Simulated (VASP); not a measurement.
AgI: single point with PBE

AgI:

```
CELL_PARAMETERS angstrom
0.00000 3.28857 3.28857
3.28857 0.00000 3.28857
3.28857 3.28857 0.00000
ATOMIC_POSITIONS crystal
Ag 0.00000 0.00000 0.00000
I 0.25000 0.25000 0.25000
```

* Program: VASP 6.6.1
* Task: single point
* Functional: PBE
* Potentials or basis: VASP PAW PBE potentials, release 64 (Ag, I)
* Cutoff: 500 eV
* k mesh: 4 × 4 × 4
* Occupations: gaussian, width 0.01 eV
* Spin: non-collinear spin, zero start, spin-orbit coupling
* Starting moments: [[0.0, 0.0, 0.0], [0.0, 0.0, 0.0]] μB
* Dipole correction: no
* Further INCAR settings: ALGO = Normal; EDIFF = 1e-06; NBANDS = 30

- Pressure: 0.7 GPa
- Net moment: 0.00 μB per cell
- Valence electrons inside the program's atomic spheres: Ag 9.80; I 4.29

Moments on the atoms (μB; x, y, z):
```
Ag  0.00 0.00 0.00
I   0.00 0.00 0.00
```

It took 120 s on 1 thread of Intel Xeon 8259CL (shared host), peak memory 0.39 GiB.

Caveat: the k points lie up to 0.41 Å⁻¹ apart.
